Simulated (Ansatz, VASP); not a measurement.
## In in VASP and in Ansatz

```xyz
1
Lattice="-1.9094 1.9094 1.9094 1.9094 -1.9094 1.9094 1.9094 1.9094 -1.9094" Properties=species:S:1:pos:R:3 pbc="T T T"
In    0.0000    0.0000    0.0000
```

Alike in both runs: functional PBE; k mesh 16 × 16 × 16; occupations fermi-dirac, width 0.1 eV; no spin polarisation.

Ansatz relaxed the structure, and its values are those at the end. VASP's run is a single point on that final structure, the one shown.

|  | VASP | Ansatz |
| --- | --- | --- |
| version | VASP 6.6.1 | Ansatz 0.2.0 |
| potentials or method | VASP PAW PBE potentials, release 64 (In_d) | PAW with Ansatz's default frozen-core files, scalar-relativistic |
| plane-wave cutoff (eV) | 520 | 420 |
| valence electrons in the cell | 13 | 13 |

|  | VASP | Ansatz | Ansatz less VASP |
| --- | --- | --- | --- |
| pressure (GPa) | 0.0 | 0.0 | +0.04 |

Ansatz's warnings: stress scf threshold loose.
